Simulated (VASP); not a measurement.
# AlRu (P4/mmm) in VASP: single point with PBEsol

Aim: the single point of AlRu with PBEsol.

Everything below comes from runs of VASP 6.6.1. Logs are shortened: lines on timing, memory, paths and dates and some standing lists are left out, and cuts for length are marked.

### 1 The cell of the first run

It takes space group P4/mmm (No. 123, tetragonal). Conventional cell: a = 3.141 Å, b = 3.141 Å, c = 3.066 Å, α = 90.00°, β = 90.00°, γ = 90.00°. Al (site symmetry 4/mmm) has 8 Ru at 2.70 Å and 6 Al at 3.07 to 3.14 Å within 3.6 Å. Ru (site symmetry 4/mmm) has 8 Al at 2.70 Å and 6 Ru at 3.07 to 3.14 Å within 3.6 Å.

### 2 Single point, PBEsol (strain +0.050 along x and y, +0.025 along z)

Contents of INCAR:

```
SYSTEM = AlRu
PREC     = Accurate       ! precision mode
ENCUT    = 520            ! plane-wave cutoff, eV
EDIFF    = 1E-6           ! SCF threshold, eV
ISMEAR   = 0              ! smearing method
SIGMA    = 0.15           ! smearing width, eV
LREAL    = .False.        ! projectors in reciprocal space
LASPH    = .True.         ! aspherical terms in the spheres
NELM     = 60             ! most SCF steps
ALGO     = Fast           ! electronic algorithm
ISIF     = 2              ! what is computed and relaxed
LWAVE    = .False.        ! write WAVECAR
LCHARG   = .False.        ! write CHGCAR
GGA      = PS             ! functional
NBANDS   = 16             ! bands
```

Contents of KPOINTS:

```
Automatic mesh
0
Gamma
  16 16 16
  0 0 0
```

Contents of POSCAR:

```
AlRu
1.0
    3.1411800000      0.0000000000      0.0000000000
    0.0000000000      3.1411800000      0.0000000000
    0.0000000000      0.0000000000      3.0663900000
Al Ru
1 1
Direct
    0.0000000000      0.0000000000      0.0000000000
    0.5000000000      0.5000000000      0.5000000000
```

Potentials or basis: VASP PAW PBE potentials, release 64 (Al, Ru_pv).

Launch:

```bash
> cat potpaw_PBE.64/Al/POTCAR potpaw_PBE.64/Ru_pv/POTCAR > POTCAR
> mpirun -np 1 vasp_std > vasp.out
```

OUTCAR:

```text
SYSTEM = AlRu
   PREC = Accurate
   ENCUT = 520
   EDIFF = 1E-6
   ISMEAR = 0
   LREAL = .False.
   LASPH = .True.
   NELM = 60
   ISIF = 2
   GGA = PS

 ion  position               nearest neighbor table
   1  0.000  0.000  0.000-   2 2.70   2 2.70   2 2.70   2 2.70   2 2.70   2 2.70   2 2.70   2 2.70

   2  0.500  0.500  0.500-   1 2.70   1 2.70   1 2.70   1 2.70   1 2.70   1 2.70   1 2.70   1 2.70

  LATTYP: Found a simple tetragonal cell.
 ALAT       =     3.1411800000
 C/A-ratio  =     0.9761904762

  Lattice vectors:

 A1 = (   3.1411800000,   0.0000000000,   0.0000000000)
 A2 = (   0.0000000000,   3.1411800000,   0.0000000000)
 A3 = (   0.0000000000,   0.0000000000,   3.0663900000)

Analysis of symmetry for initial positions (statically):
=====================================================================
 Subroutine PRICEL returns:
 Original cell was already a primitive cell.

 Routine SETGRP: Setting up the symmetry group for a
 simple tetragonal supercell.

 Subroutine GETGRP returns: Found 16 space group operations
 (whereof 16 operations were pure point group operations)
 out of a pool of 16 trial point group operations.

The static configuration has the point symmetry D_4h.

Analysis of symmetry for dynamics (positions and initial velocities):
=====================================================================
 Subroutine PRICEL returns:
 Original cell was already a primitive cell.

 Routine SETGRP: Setting up the symmetry group for a
 simple tetragonal supercell.

 Subroutine GETGRP returns: Found 16 space group operations
 (whereof 16 operations were pure point group operations)
 out of a pool of 16 trial point group operations.

The dynamic configuration has the point symmetry D_4h.

 Subroutine INISYM returns: Found 16 space group operations
 (whereof 16 operations are pure point group operations),
 and found     1 'primitive' translations

----------------------------------------------------------------------------------------

                                     Primitive cell

  volume of cell :      30.2561

  direct lattice vectors                    reciprocal lattice vectors
     3.141180000  0.000000000  0.000000000     0.318351702  0.000000000  0.000000000
     0.000000000  3.141180000  0.000000000     0.000000000  0.318351702  0.000000000
     0.000000000  0.000000000  3.066390000     0.000000000  0.000000000  0.326116378

  length of vectors
     3.141180000  3.141180000  3.066390000     0.318351702  0.318351702  0.326116378

  position of ions in fractional coordinates (direct lattice)
     0.000000000  0.000000000  0.000000000
     0.500000000  0.500000000  0.500000000

  ion indices of the primitive-cell ions
   primitive index   ion index
                 1           1
                 2           2

----------------------------------------------------------------------------------------

 KPOINTS: Automatic mesh

Automatic generation of k-mesh.
 Grid dimensions read from file:
 generate k-points for:   16   16   16

 Generating k-lattice:

  Cartesian coordinates                     Fractional coordinates (reciprocal lattice)
     0.019896981  0.000000000  0.000000000     0.062500000  0.000000000  0.000000000
     0.000000000  0.019896981  0.000000000     0.000000000  0.062500000  0.000000000
     0.000000000  0.000000000  0.020382274     0.000000000  0.000000000  0.062500000

  Length of vectors
     0.019896981  0.019896981  0.020382274

  Shift w.r.t. Gamma in fractional coordinates (k-lattice)
     0.000000000  0.000000000  0.000000000

 Subroutine IBZKPT returns following result:
 ===========================================

 Found    405 irreducible k-points:

 Following reciprocal coordinates:
            Coordinates               Weight
  0.000000  0.000000  0.000000      1.000000
  0.062500  0.000000  0.000000      4.000000
  0.125000  0.000000  0.000000      4.000000
  0.187500  0.000000  0.000000      4.000000
  0.250000  0.000000  0.000000      4.000000
  0.312500  0.000000  0.000000      4.000000
[... 16 lines left out ...]
  0.437500  0.125000  0.000000      8.000000
  0.500000  0.125000  0.000000      4.000000
 [... further k-points ...]
   k-points           NKPTS =    405   k-points in BZ     NKDIM =    405   number of bands    NBANDS=     16
   number of dos      NEDOS =    301   number of ions     NIONS =      2
   total plane-waves  NPLWV =  13824
   dimension x,y,z NGX =    24 NGY =   24 NGZ =   24
   dimension x,y,z NGXF=    48 NGYF=   48 NGZF=   48
   ions per type =               1   1
   NGX,Y,Z   is equivalent  to a cutoff of  12.70, 12.70, 13.01 a.u.
   NGXF,Y,Z  is equivalent  to a cutoff of  25.40, 25.40, 26.02 a.u.
 SYSTEM =  AlRu
   PREC   = accura    normal or accurate (medium, high low for compatibility)
   ISTART =      0    job   : 0-new  1-cont  2-samecut
   ICHARG =      2    charge: 1-file 2-atom 10-const
   ISPIN  =      1    spin polarized calculation?
   LNONCOLLINEAR =      F non collinear calculations
   LSORBIT =      F    spin-orbit coupling
   LASPH  =      T    aspherical Exc in radial PAW
   ENCUT  =  520.0 eV  38.22 Ry    6.18 a.u.   5.84  5.84  5.70*2*pi/ulx,y,z
   NELM   =     60;   NELMIN=  2; NELMDL= -5     # of ELM steps
   EDIFF  = 0.1E-05   stopping-criterion for ELM
   LREAL  =      F    real-space projection
   EDIFFG = 0.1E-04   stopping-criterion for IOM
   NSW    =      0    number of steps for IOM
   IBRION =     -1    ionic relax: 0-MD 1-quasi-New 2-CG
   NFREE  =      0    steps in history (QN), initial steepest desc. (CG)
   ISIF   =      2    stress and relaxation
   ISYM   =      2    0-nonsym 1-usesym 2-fastsym
   POTIM  = 0.5000    time-step for ionic-motion
   TEBEG  =    0.0;   TEEND  =   0.0 temperature during run
   PSTRESS=    0.0 pullay stress
   NELECT =      17.0000    total number of electrons
   NUPDOWN=      -1.0000    fix difference up-down
   EMIN   =  10.00;   EMAX   =-10.00  energy-range for DOS
   EFERMI =   0.00;   METHOD = LEGACY
   ISMEAR =     0;   SIGMA  =   0.15  broadening in eV -4-tet -1-fermi 0-gaus
   EFERMI_NEDOS =   21; number of points for ismear=-14 and -15
   IALGO  =     68    algorithm
   IMIX   =      4    mixing-type and parameters
     AMIX     =   0.40;   BMIX     =  1.00
     AMIX_MAG =   1.60;   BMIX_MAG =  1.00
  volume/ion in A,a.u.               =      15.13       102.09
  Fermi-wavevector in a.u.,A,eV,Ry     =   1.350890  2.552813 24.829339  1.824905
  Thomas-Fermi vector in A             =   2.478358
   LORBIT       =      0    0 simple, 1 ext, 2 COOP (PROOUT), +10 PAW based schemes
   GGA     = PS    functional components
   LHFCALC =     F    Hartree Fock is set to
   AEXX    =    0.0000 exact exchange contribution
   IVDW    =     0    specifies the selected vdW correction
   LEPSILON=     F    determine dielectric tensor
   LRPA    =     F    only Hartree local field effects (RPA)
 non-spin polarized calculation
 RMM-DIIS sequential band-by-band and
 Gauss-broadening in eV      SIGMA  =   0.15
  energy-cutoff  :      520.00
  volume of cell :       30.26
 maximum number of plane-waves:       836
 NGX is ok and might be reduce to    24
   NGX = 11   NGY = 11   NGZ = 11

 number of electron      16.9999998 magnetization

 Free energy of the ion-electron system (eV)
  ---------------------------------------------------
  ext. energy  EPLUGINS =         0.00000000
  ---------------------------------------------------
  free energy    TOTEN  =       -15.21914849 eV

  energy without entropy =      -15.19676224  energy(sigma->0) =      -15.20795536

 E-fermi :   8.9866     XC(G=0): -12.0704

 val. band max:        8.9770924052   @ k =   0.1250   0.0625   0.5000
 cond. band min:       8.9878306381   @ k =   0.2500   0.0000   0.1250
 fundamental gap:      0.0107382329
 Fermi energy:         8.9866203449

 k-point     1 :       0.0000    0.0000    0.0000
  band No.  band energies     occupation
      1     -32.7178      2.00000
      2     -32.7178      2.00000
      3     -32.6977      2.00000
      4      -0.0144      2.00000
      5       5.9858      2.00000
      6       5.9891      2.00000
[... 8 lines left out ...]
     15      21.0001      0.00000
     16      21.8786      0.00000

 k-point     2 :       0.0625    0.0000    0.0000
  band No.  band energies     occupation
      1     -32.7224      2.00000
      2     -32.7174      2.00000
      3     -32.6973      2.00000
      4       0.0522      2.00000
      5       6.0020      2.00000
      6       6.0097      2.00000
[... 8 lines left out ...]
     15      21.0022      0.00000
     16      22.0830      0.00000

 k-point     3 :       0.1250    0.0000    0.0000
  band No.  band energies     occupation
      1     -32.7356      2.00000
      2     -32.7163      2.00000
      3     -32.6962      2.00000
      4       0.2504      2.00000
      5       6.0327      2.00000
      6       6.0720      2.00000
[... 8 lines left out ...]
     15      21.0068      0.00000
     16      22.7889      0.00000

 k-point     4 :       0.1875    0.0000    0.0000
  band No.  band energies     occupation
      1     -32.7553      2.00000
      2     -32.7146      2.00000
      3     -32.6946      2.00000
      4       0.5748      2.00000
      5       6.0305      2.00000
      6       6.1680      2.00000
[... 8 lines left out ...]
     15      21.0116      0.00000
     16      24.0247      0.00000
[... 324 lines left out ...]
 k-point    22 :       0.3750    0.1250    0.0000
  band No.  band energies     occupation
      1     -32.8191      2.00000
      2     -32.7264      2.00000
      3     -32.6878      2.00000
      4       2.3962      2.00000
      5       5.1699      2.00000
      6       6.6167      2.00000
[... 8 lines left out ...]
     15      22.2186      0.00000
     16      22.3767      0.00000

 k-point    23 :       0.4375    0.1250    0.0000
  band No.  band energies     occupation
      1     -32.8321      2.00000
      2     -32.7253      2.00000
      3     -32.6867      2.00000
      4       3.0662      2.00000
      5       4.5265      2.00000
      6       6.7103      2.00000
[... 8 lines left out ...]
     15      21.2372      0.00000
     16      22.5955      0.00000

 k-point    24 :       0.5000    0.1250    0.0000
  band No.  band energies     occupation
      1     -32.8366      2.00000
      2     -32.7249      2.00000
      3     -32.6864      2.00000
      4       3.6376      2.00000
      5       3.9588      2.00000
      6       6.7465      2.00000
[... 8 lines left out ...]
     15      20.3498      0.00000
     16      22.6790      0.00000

 [... further k-points ...]
[... 5 lines left out ...]
  --------------------------------------------------------------------------------------
  -------------------------------------------------------------------------------------
  Total       -4.3786210     -4.3786210     -3.8286789      0.0000000     -0.0000000      0.0000000
  in kB     -231.8648439   -231.8648439   -202.7432916      0.0000000     -0.0000000      0.0000000
  external PRESSURE =    -222.1576598 kB  Pullay stress =       0.0000000 kB

 VOLUME and BASIS-vectors are now :
 -----------------------------------------------------------------------------
  energy-cutoff  :      520.00
  volume of cell :       30.26
      direct lattice vectors                 reciprocal lattice vectors
     3.141180000  0.000000000  0.000000000     0.318351702  0.000000000  0.000000000
     0.000000000  3.141180000  0.000000000     0.000000000  0.318351702  0.000000000
     0.000000000  0.000000000  3.066390000     0.000000000  0.000000000  0.326116378

 POSITION                                       TOTAL-FORCE (eV/Angst)
 -----------------------------------------------------------------------------------
      0.00000      0.00000      0.00000         0.000000      0.000000      0.000000
      1.57059      1.57059      1.53320         0.000000      0.000000      0.000000
 -----------------------------------------------------------------------------------
    total drift:                                0.000000     -0.000000     -0.000000

  FREE ENERGIE OF THE ION-ELECTRON SYSTEM (eV)
  ---------------------------------------------------
  free  energy   TOTEN  =       -15.2191484856 eV

  energy  without entropy=      -15.1967622398  energy(sigma->0) =      -15.20795536
```

Run time: 86 s. Hardware: 1 thread of Intel Xeon Platinum 8488C (Sapphire Rapids), shared host; peak memory 0.29 GiB.

What came out:

- Free energy: -15.2191 eV
- Pressure: -22.2 GPa
- Band gap on the k mesh: zero (an odd number of electrons rules out a gap without spin polarisation)

Caveat: the cell differs from its parent crystal (strain +0.050 along x and y, +0.025 along z); the cell stands under tension; the PAW data sets were made with another functional, which shifts forces and pressure a little.
